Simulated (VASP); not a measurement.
Here is a VASP 6.6.1 calculation.

The input INCAR:

```
PREC = Accurate ; ENCUT = 520
EDIFF = 1E-6 ; ISMEAR = 0
SIGMA = 0.05 ; LREAL = False
LASPH = True ; NELM = 100
ALGO = Normal ; ISIF = 2
LWAVE = False ; LCHARG = True
GGA = PS ; LELF = True
LVHAR = True ; NBANDS = 28
```

Contents of KPOINTS:

```
Automatic mesh
0
Gamma
  8 6 6
```

File POSCAR:

```
SnO
1.0
    3.3550050000      0.0125812687      0.0000000000
    0.0212778900      5.6741040000      0.0000000000
    0.0000000000      0.0000000000      4.2219700000
Sn O
2 2
Direct
    0.0000000000      0.2319090000      0.5131440000
    0.5000000000      0.7680910000      0.0131440000
    0.0000000000      0.8912500000      0.7368570000
    0.5000000000      0.1087500000      0.2368570000
```

Potentials or basis: VASP PAW PBE potentials, release 64 (Sn_d, O).

Launch:

```bash
$ cat potpaw_PBE.64/Sn_d/POTCAR potpaw_PBE.64/O/POTCAR > POTCAR
$ mpirun -np 1 vasp_std > vasp.out
```

Task: What does it give for the pressure?

Result: -2.9 GPa.

Task: Predict the largest force.

Result: 0.351 eV/Å.

Task: Predict the band gap on the k mesh.

Result: 1.33 eV, indirect (least direct gap 1.97 eV).

Forces in eV/Å, atoms in the order of the input:
```
Sn  -0.036 -0.335 -0.098
Sn   0.036  0.335 -0.098
O   -0.001  0.122  0.098
O    0.001 -0.122  0.098
```

Caveat: the cell differs from its parent crystal (strain +0.0075 x Voigt [0, 0, 0, 0, 0, 1]); the PAW data sets were made with another functional, which shifts forces and pressure a little; spin-orbit coupling is left out, which moves the levels of the heavy elements. A k mesh can miss the band edges.
